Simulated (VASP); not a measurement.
A run of VASP 6.6.1:

The input INCAR:

```
SYSTEM = Bi
PREC = Accurate
ENCUT = 520
EDIFF = 1E-8
ISMEAR = -1
SIGMA = 0.05
LREAL = .FALSE.
LASPH = .TRUE.
NELM = 60
ALGO = Normal
ISIF = 2
LWAVE = .FALSE.
LCHARG = .FALSE.
GGA = CA
LEFG = .TRUE.
NBANDS = 22
```

File KPOINTS:

```
Automatic mesh
0
G
  9 9 13
  0 0 0
```

File POSCAR:

```
Bi
1.0
    3.4885980000     -3.1325780000      0.0000000000
    3.4885980000      3.1325780000      0.0000000000
   -1.2602350000      0.0000000000      3.1135500000
Bi
2
Direct
    0.2469390000      0.2469390000      0.1426180000
    0.7530610000      0.7530610000      0.8573820000
```

Potentials or basis: VASP PAW LDA potentials, release 64 (Bi_d).

Launch:

```sh
$ cat potpaw_LDA.64/Bi_d/POTCAR > POTCAR
$ mpirun -np 1 vasp_std > vasp.out
```

Hardware: 1 thread of Intel(R) Xeon(R) Platinum 8259CL CPU @ 2.50GHz (Skylake/Cascade Lake) (shared host).

**Question.** Estimate the wall time of this run.

**Answer.** Wall time 4.5 min on 1 thread of Intel(R) Xeon(R) Platinum 8259CL CPU @ 2.50GHz (Skylake/Cascade Lake), on a shared host, peak memory 0.42 GiB. Counts: scf iterations 12, k points 295.
